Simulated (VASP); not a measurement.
# Zr (C2/m) in VASP: a series of runs

Runs on Zr. Level: PBEsol. Tasks: single point.

Everything below comes from runs of VASP 6.6.1. Logs are shortened: lines on timing, memory, paths and dates and some standing lists are left out, and cuts for length are marked.

## (1) The cell of the first run

It takes space group C2/m (No. 12, monoclinic). Conventional cell: a = 5.598 Å, b = 3.232 Å, c = 5.147 Å, α = 90.00°, β = 90.00°, γ = 90.00°. Within 3.8 Å of Zr (site symmetry m) lie 12 Zr at 2.86 to 3.60 Å.

## (2) Single point, PBEsol (atom 1 (Zr) moved by (-0.300, -0.300) A along y and z)

File INCAR:

```
ALGO = Fast ; EDIFF = 1E-6
ENCUT = 520 ; GGA = PS
ISIF = 2 ; ISMEAR = 0
LASPH = T ; LCHARG = T
LELF = T ; LREAL = F
LVHAR = T ; LWAVE = F
NBANDS = 19 ; NELM = 100
PREC = Accurate ; SIGMA = 0.15
```

File KPOINTS:

```
k-points
0
Gamma
  18 18 10
```

File POSCAR:

```
Zr
1.0
    3.2319982225      0.0000000000      0.0000000000
   -1.6159991112      2.7989925657      0.0000000000
    0.0000000000      0.0000000000      5.1470000000
Zr
2
Direct
    0.2797426229      0.5594852459      0.1917136196
    0.6666666667      0.3333333333      0.7500000000
```

Potentials or basis: VASP PAW PBE potentials, release 64 (Zr_sv).

Command:

```sh
cat potpaw_PBE.64/Zr_sv/POTCAR > POTCAR
mpirun -np 1 vasp_std > vasp.out
```

OUTCAR:

```text
EDIFF = 1E-6
   ENCUT = 520
   GGA = PS
   ISIF = 2
   ISMEAR = 0
   LASPH = T
   LREAL = F
   NELM = 100
   PREC = Accurate

 ion  position               nearest neighbor table
   1  0.280  0.559  0.192-   2 2.86   2 2.86   2 3.14   2 3.36   2 3.36   2 3.60
   2  0.667  0.333  0.750-   1 2.86   1 2.86   1 3.14   1 3.36   1 3.36   1 3.60

  LATTYP: Found a hexagonal cell.
 ALAT       =     3.2319982225
 C/A-ratio  =     1.5925132521

  Lattice vectors:

 A1 = (   3.2319982225,   0.0000000000,   0.0000000000)
 A2 = (  -1.6159991112,   2.7989925657,   0.0000000000)
 A3 = (   0.0000000000,   0.0000000000,   5.1470000000)

Analysis of symmetry for initial positions (statically):
=====================================================================
 Subroutine PRICEL returns:
 Original cell was already a primitive cell.

 Routine SETGRP: Setting up the symmetry group for a
 hexagonal supercell.

 Subroutine GETGRP returns: Found  4 space group operations
 (whereof  2 operations were pure point group operations)
 out of a pool of 24 trial point group operations.

The static configuration has the point symmetry C_1h.
 The point group associated with its full space group is C_2h.

Analysis of symmetry for dynamics (positions and initial velocities):
=====================================================================
 Subroutine PRICEL returns:
 Original cell was already a primitive cell.

 Routine SETGRP: Setting up the symmetry group for a
 hexagonal supercell.

 Subroutine GETGRP returns: Found  4 space group operations
 (whereof  2 operations were pure point group operations)
 out of a pool of 24 trial point group operations.

The dynamic configuration has the point symmetry C_1h.
 The point group associated with its full space group is C_2h.

 Subroutine INISYM returns: Found  4 space group operations
 (whereof  2 operations are pure point group operations),
 and found     1 'primitive' translations

----------------------------------------------------------------------------------------

                                     Primitive cell

  volume of cell :      46.5615

  direct lattice vectors                    reciprocal lattice vectors
     3.231998223  0.000000000  0.000000000     0.309406111  0.178635701  0.000000000
    -1.615999111  2.798992566  0.000000000     0.000000000  0.357271403  0.000000000
     0.000000000  0.000000000  5.147000000     0.000000000  0.000000000  0.194287935

  length of vectors
     3.231998223  3.231998222  5.147000000     0.357271403  0.357271403  0.194287935

  position of ions in fractional coordinates (direct lattice)
     0.279742623  0.559485246  0.191713620
     0.666666667  0.333333333  0.750000000

  ion indices of the primitive-cell ions
   primitive index   ion index
                 1           1
                 2           2

----------------------------------------------------------------------------------------

 KPOINTS: k-points

Automatic generation of k-mesh.
 Grid dimensions read from file:
 generate k-points for:   18   18   10

 Generating k-lattice:

  Cartesian coordinates                     Fractional coordinates (reciprocal lattice)
     0.017189228  0.009924206  0.000000000     0.055555556  0.000000000  0.000000000
     0.000000000  0.019848411  0.000000000     0.000000000  0.055555556  0.000000000
     0.000000000  0.000000000  0.019428793     0.000000000  0.000000000  0.100000000

  Length of vectors
     0.019848411  0.019848411  0.019428793

  Shift w.r.t. Gamma in fractional coordinates (k-lattice)
     0.000000000  0.000000000  0.000000000

 Subroutine IBZKPT returns following result:
 ===========================================

 Found    866 irreducible k-points:

 Following reciprocal coordinates:
            Coordinates               Weight
  0.000000  0.000000  0.000000      1.000000
  0.055556 -0.000000  0.000000      4.000000
  0.000000  0.055556  0.000000      2.000000
  0.111111 -0.000000  0.000000      4.000000
  0.000000  0.111111  0.000000      2.000000
  0.166667 -0.000000  0.000000      4.000000
[... 16 lines left out ...]
 -0.055556  0.166667  0.000000      4.000000
 -0.166667  0.111111  0.000000      4.000000
 [... further k-points ...]
   k-points           NKPTS =    866   k-points in BZ     NKDIM =    866   number of bands    NBANDS=     19
   number of dos      NEDOS =    301   number of ions     NIONS =      2
   total plane-waves  NPLWV =  23040
   dimension x,y,z NGX =    24 NGY =   24 NGZ =   40
   dimension x,y,z NGXF=    48 NGYF=   48 NGZF=   80
   ions per type =               2
   NGX,Y,Z   is equivalent  to a cutoff of  12.35, 12.35, 12.92 a.u.
   NGXF,Y,Z  is equivalent  to a cutoff of  24.69, 24.69, 25.84 a.u.
 SYSTEM =  unknown system
   PREC   = accura    normal or accurate (medium, high low for compatibility)
   ISTART =      0    job   : 0-new  1-cont  2-samecut
   ICHARG =      2    charge: 1-file 2-atom 10-const
   ISPIN  =      1    spin polarized calculation?
   LNONCOLLINEAR =      F non collinear calculations
   LSORBIT =      F    spin-orbit coupling
   LASPH  =      T    aspherical Exc in radial PAW
   ENCUT  =  520.0 eV  38.22 Ry    6.18 a.u.   6.01  6.01  9.57*2*pi/ulx,y,z
   NELM   =    100;   NELMIN=  2; NELMDL= -5     # of ELM steps
   EDIFF  = 0.1E-05   stopping-criterion for ELM
   LREAL  =      F    real-space projection
   EDIFFG = 0.1E-04   stopping-criterion for IOM
   NSW    =      0    number of steps for IOM
   IBRION =     -1    ionic relax: 0-MD 1-quasi-New 2-CG
   NFREE  =      0    steps in history (QN), initial steepest desc. (CG)
   ISIF   =      2    stress and relaxation
   ISYM   =      2    0-nonsym 1-usesym 2-fastsym
   POTIM  = 0.5000    time-step for ionic-motion
   TEBEG  =    0.0;   TEEND  =   0.0 temperature during run
   PSTRESS=    0.0 pullay stress
   NELECT =      24.0000    total number of electrons
   NUPDOWN=      -1.0000    fix difference up-down
   EMIN   =  10.00;   EMAX   =-10.00  energy-range for DOS
   EFERMI =   0.00;   METHOD = LEGACY
   ISMEAR =     0;   SIGMA  =   0.15  broadening in eV -4-tet -1-fermi 0-gaus
   EFERMI_NEDOS =   21; number of points for ismear=-14 and -15
   IALGO  =     68    algorithm
   IMIX   =      4    mixing-type and parameters
     AMIX     =   0.40;   BMIX     =  1.00
     AMIX_MAG =   1.60;   BMIX_MAG =  1.00
  volume/ion in A,a.u.               =      23.28       157.11
  Fermi-wavevector in a.u.,A,eV,Ry     =   1.312612  2.480476 23.442147  1.722949
  Thomas-Fermi vector in A             =   2.442992
   LORBIT       =      0    0 simple, 1 ext, 2 COOP (PROOUT), +10 PAW based schemes
   GGA     = PS    functional components
   LHFCALC =     F    Hartree Fock is set to
   AEXX    =    0.0000 exact exchange contribution
   IVDW    =     0    specifies the selected vdW correction
   LEPSILON=     F    determine dielectric tensor
   LRPA    =     F    only Hartree local field effects (RPA)
 non-spin polarized calculation
 RMM-DIIS sequential band-by-band and
 Gauss-broadening in eV      SIGMA  =   0.15
  energy-cutoff  :      520.00
  volume of cell :       46.56
 maximum number of plane-waves:      1284
   NGX = 13   NGY = 13   NGZ = 19

 number of electron      24.0000000 magnetization

 Free energy of the ion-electron system (eV)
  ---------------------------------------------------
  ext. energy  EPLUGINS =         0.00000000
  ---------------------------------------------------
  free energy    TOTEN  =       -17.91893146 eV

  energy without entropy =      -17.89255853  energy(sigma->0) =      -17.90574500

 E-fermi :   8.7660     XC(G=0): -11.1647

 val. band max:        8.7632958930   @ k =   0.3333   0.3333   0.1000
 cond. band min:       8.7663451058   @ k =  -0.2222   0.5000   0.5000
 fundamental gap:      0.0030492129
 Fermi energy:         8.7659672174

 k-point     1 :       0.0000    0.0000    0.0000
  band No.  band energies     occupation
      1     -39.9023      2.00000
      2     -39.6676      2.00000
      3     -18.5430      2.00000
      4     -17.6589      2.00000
      5     -17.4917      2.00000
      6     -17.4425      2.00000
[... 11 lines left out ...]
     18      11.9927      0.00000
     19      12.6152      0.00000

 k-point     2 :       0.0556   -0.0000    0.0000
  band No.  band energies     occupation
      1     -39.8981      2.00000
      2     -39.6668      2.00000
      3     -18.5337      2.00000
      4     -17.6816      2.00000
      5     -17.5063      2.00000
      6     -17.4476      2.00000
[... 11 lines left out ...]
     18      11.8743      0.00000
     19      12.7820      0.00000

 k-point     3 :       0.0000    0.0556    0.0000
  band No.  band energies     occupation
      1     -39.8988      2.00000
      2     -39.6660      2.00000
      3     -18.5360      2.00000
      4     -17.6650      2.00000
      5     -17.5263      2.00000
      6     -17.4527      2.00000
[... 11 lines left out ...]
     18      11.8939      0.00000
     19      13.0653      0.00000

 k-point     4 :       0.1111   -0.0000    0.0000
  band No.  band energies     occupation
      1     -39.8856      2.00000
      2     -39.6645      2.00000
      3     -18.5066      2.00000
      4     -17.7463      2.00000
      5     -17.5406      2.00000
      6     -17.4755      2.00000
[... 11 lines left out ...]
     18      11.6328      0.00000
     19      13.0963      0.00000

 k-point     5 :       0.0000    0.1111    0.0000
  band No.  band energies     occupation
      1     -39.8888      2.00000
      2     -39.6614      2.00000
      3     -18.5159      2.00000
      4     -17.6826      2.00000
      5     -17.6105      2.00000
      6     -17.4955      2.00000
[... 11 lines left out ...]
     18      11.7623      0.00000
     19      13.8652      0.00000
[... 334 lines left out ...]
      2     -39.6659      2.00000
      3     -18.5133      2.00000
      4     -17.7363      2.00000
      5     -17.5188      2.00000
      6     -17.4510      2.00000
[... 11 lines left out ...]
     18      11.7782      0.00000
     19      12.7619      0.00000

 k-point    22 :       0.1111    0.0556    0.0000
  band No.  band energies     occupation
      1     -39.8760      2.00000
      2     -39.6603      2.00000
      3     -18.4875      2.00000
      4     -17.7745      2.00000
      5     -17.6134      2.00000
      6     -17.5152      2.00000
[... 11 lines left out ...]
     18      11.5870      0.00000
     19      13.6352      0.00000

 k-point    23 :      -0.0556    0.1667    0.0000
  band No.  band energies     occupation
      1     -39.8784      2.00000
      2     -39.6579      2.00000
      3     -18.4944      2.00000
      4     -17.7256      2.00000
      5     -17.6625      2.00000
      6     -17.5281      2.00000
[... 11 lines left out ...]
     18      11.6690      0.00000
     19      14.0224      0.00000

 k-point    24 :      -0.1667    0.1111    0.0000
  band No.  band energies     occupation
      1     -39.8722      2.00000
      2     -39.6640      2.00000
      3     -18.4769      2.00000
      4     -17.8198      2.00000
      5     -17.5605      2.00000
      6     -17.4832      2.00000
[... 11 lines left out ...]
     18      11.6264      0.00000
     19      12.9707      0.00000

 [... further k-points ...]

------------------------ aborting loop because EDIFF is reached ----------------------------------------

  FORCE on cell =-STRESS in cart. coord.  units (eV):
  Direction    XX          YY          ZZ          XY          YZ          ZX
  --------------------------------------------------------------------------------------
  -------------------------------------------------------------------------------------
  Total       -0.0291138     -1.1060000      0.6322297     -0.0000000      0.1029080      0.0000000
  in kB       -1.0018029    -38.0573621     21.7549697     -0.0000000      3.5410560      0.0000000
  external PRESSURE =      -5.7680651 kB  Pullay stress =       0.0000000 kB

 VOLUME and BASIS-vectors are now :
 -----------------------------------------------------------------------------
  energy-cutoff  :      520.00
  volume of cell :       46.56
      direct lattice vectors                 reciprocal lattice vectors
     3.231998223  0.000000000  0.000000000     0.309406111  0.178635701  0.000000000
    -1.615999111  2.798992566  0.000000000     0.000000000  0.357271403  0.000000000
     0.000000000  0.000000000  5.147000000     0.000000000  0.000000000  0.194287935

 POSITION                                       TOTAL-FORCE (eV/Angst)
 -----------------------------------------------------------------------------------
     -0.00000      1.56600      0.98675         0.000000      0.131451      1.573002
      1.61600      0.93300      3.86025        -0.000000     -0.131451     -1.573002
 -----------------------------------------------------------------------------------
    total drift:                                0.000000     -0.000001     -0.000003

  FREE ENERGIE OF THE ION-ELECTRON SYSTEM (eV)
  ---------------------------------------------------
  free  energy   TOTEN  =       -17.9189314574 eV

  energy  without entropy=      -17.8925585327  energy(sigma->0) =      -17.90574500
```

It took 15 min on 1 thread of Intel Xeon Platinum 8259CL at 2.50GHz (Skylake/Cascade Lake), shared host; peak memory 0.66 GiB.

What came out:

```
Free energy            : -17.9189 eV
Pressure               : -0.6 GPa
Largest force          : 1.578 eV/Å
Band gap on the k mesh : zero (band 12 reaches 9.65 eV, above the bottom of band 13 at 8.49 eV)
```

Forces on the atoms (eV/Å):
```
Zr   0.000  0.131  1.573
Zr   0.000 -0.131 -1.573
```

Caveat: the cell differs from its parent crystal (atom 1 (Zr) moved by (-0.300, -0.300) A along y and z); the PAW data sets were made with another functional, which shifts forces and pressure a little.

## (3) Single point, PBEsol (atom 1 (Zr) moved by (-0.150, -0.300) A along y and z)

File INCAR:

```
PREC = Accurate ; ENCUT = 520
EDIFF = 1E-6 ; ISMEAR = 0
SIGMA = 0.15 ; LREAL = F
LASPH = T ; NELM = 60
ALGO = Fast ; ISIF = 2
LWAVE = F ; LCHARG = F
GGA = PS ; NBANDS = 19
```

File KPOINTS:

```
regular mesh
0
Gamma
  18 18 10
```

POSCAR, as its differences from that of step 2:

```diff
@@ -8,3 +8,3 @@
 Direct
-    0.2797426229      0.5594852459      0.1917136196
+    0.3065379781      0.6130759563      0.1917136196
     0.6666666667      0.3333333333      0.7500000000
```

Potentials or basis: VASP PAW PBE potentials, release 64 (Zr_sv).

Command:

```sh
cat potpaw_PBE.64/Zr_sv/POTCAR > POTCAR
mpirun -np 1 vasp_std > vasp.out
```

Wall time 26 min (1 thread of Oxide Virtual Turin-like, shared host); peak memory 0.63 GiB.

Results (log left out):

- Free energy: -17.9342 eV
- Pressure: -0.1 GPa
- Largest force: 1.627 eV/Å
- Band gap on the k mesh: zero (band 12 reaches 9.62 eV, above the bottom of band 13 at 8.53 eV)

Forces on the atoms (eV/Å):
```
Zr   0.000  0.067  1.626
Zr   0.000 -0.067 -1.626
```

Stress tensor (GPa, compression positive):
```
-0.13  0.00  0.00
 0.00 -2.50  0.13
 0.00  0.13  2.36
```

Levels at points of the mesh, in eV from the Fermi level:
```
           k point  band 10  band 11  band 12  band 13  band 14  band 15
(0.00, 0.00, 0.00)    -3.12     0.39     0.62     0.78     1.10     1.16
(0.50, 0.00, 0.00)    -2.39    -1.87    -0.18     0.49     0.57     1.60
(0.00, 0.50, 0.00)    -2.63    -2.21    -0.03     0.29     1.17     2.04
(0.00, 0.00, 0.50)    -3.83    -0.94     0.55     0.58     0.59     0.74
(0.50, 0.00, 0.50)    -2.76    -1.48    -0.57     1.49     1.71     1.92
(0.00, 0.50, 0.50)    -2.61    -1.54    -0.62     1.32     1.55     1.94
```

Caveat: the cell differs from its parent crystal (atom 1 (Zr) moved by (-0.150, -0.300) A along y and z); the PAW data sets were made with another functional, which shifts forces and pressure a little.

## (4) Single point, PBEsol (atom 1 (Zr) moved by (+0.150, -0.300) A along y and z)

File INCAR:

```
PREC = Accurate
ENCUT = 520
EDIFF = 1E-6
ISMEAR = 0
SIGMA = 0.15
LREAL = F
LASPH = T
NELM = 80
ALGO = Fast
ISIF = 2
LWAVE = F
LCHARG = F
GGA = PS
NBANDS = 19
```

KPOINTS is that of step 3.

POSCAR, as its differences from that of step 3:

```diff
@@ -8,3 +8,3 @@
 Direct
-    0.3065379781      0.6130759563      0.1917136196
+    0.3601286885      0.7202573771      0.1917136196
     0.6666666667      0.3333333333      0.7500000000
```

Command:

```sh
cat potpaw_PBE.64/Zr_sv/POTCAR > POTCAR
mpirun -np 1 vasp_std > vasp.out
```

It took 27 min on 1 thread of Oxide Virtual Turin-like, shared host; peak memory 0.63 GiB.

The run converged. Its results:

```yaml
Free_energy: -17.9346 eV
Pressure: -0.1 GPa
Largest_force: 1.622 eV/Å
Band_gap_on_the_k_mesh: zero (band 12 reaches 9.62 eV, above the bottom of band 13 at 8.56 eV)
```

Forces in eV/Å, atoms in the order of the input:
```
Zr   0.000 -0.070  1.621
Zr   0.000  0.070 -1.621
```

Stress tensor (GPa, compression positive):
```
-2.79  0.00  0.00
 0.00  0.19 -0.17
 0.00 -0.17  2.27
```

Levels at points of the mesh, in eV from the Fermi level:
| k point | band 9 | band 10 | band 11 | band 12 | band 13 | band 14 | band 15 | band 16 |
| --- | --- | --- | --- | --- | --- | --- | --- | --- |
| (0.00, 0.00, 0.00) | -5.59 | -3.12 | 0.39 | 0.65 | 0.75 | 1.08 | 1.20 | 2.13 |
| (0.50, 0.00, 0.00) | -2.79 | -2.55 | -2.10 | -0.08 | 0.38 | 0.96 | 1.85 | 4.93 |
| (0.00, 0.50, 0.00) | -2.75 | -2.30 | -1.74 | -0.22 | 0.38 | 0.50 | 1.53 | 4.73 |
| (0.00, 0.00, 0.50) | -4.00 | -3.82 | -0.94 | 0.52 | 0.59 | 0.62 | 0.71 | 1.39 |
| (0.50, 0.00, 0.50) | -2.97 | -2.67 | -1.52 | -0.64 | 1.39 | 1.61 | 2.00 | 3.05 |
| (0.00, 0.50, 0.50) | -3.05 | -2.79 | -1.46 | -0.48 | 1.49 | 1.76 | 1.83 | 3.01 |

Caveat: the cell differs from its parent crystal (atom 1 (Zr) moved by (+0.150, -0.300) A along y and z); the PAW data sets were made with another functional, which shifts forces and pressure a little.
